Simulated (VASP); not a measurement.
Runs of VASP 6.6.1 on CsPbCl3. The structure is that of space group Pm-3m (No. 221), or close to it. The cells are those of the table. 

```csv
cell,gap on the mesh (eV),pressure (GPa)
"a = 5.504 Å, 5 atoms",1.54,1.8
"a = 5.674 Å, 5 atoms",1.96,-0.7
"a = 5.445 Å, 5 atoms",1.37,2.9
"a = 5.562 Å, 5 atoms",1.70,0.8
"a = 5.619 Å, 5 atoms",1.84,0.0
"a = 5.800 Å, 5 atoms",2.20,(b)
"a = 5.384 Å, 5 atoms",(a),4.3
```

Alike in all rows: task single point; level PBEsol; potentials or basis VASP PAW PBE potentials, release 64 (Cs_sv, Pb_d, Cl); no spin polarisation; k mesh 6 × 6 × 6; cutoff (eV) 520; smearing gaussian 0.02 eV.

Problem. Estimate the missing entries.

Solution. (a) 1.17; (b) -1.9.

Caveats: the PAW data sets were made with another functional, which shifts forces and pressure a little; spin-orbit coupling is left out, which moves the levels of the heavy elements.

A k mesh can miss the band edges, and the runs leave out spin-orbit coupling on Cs, Pb.
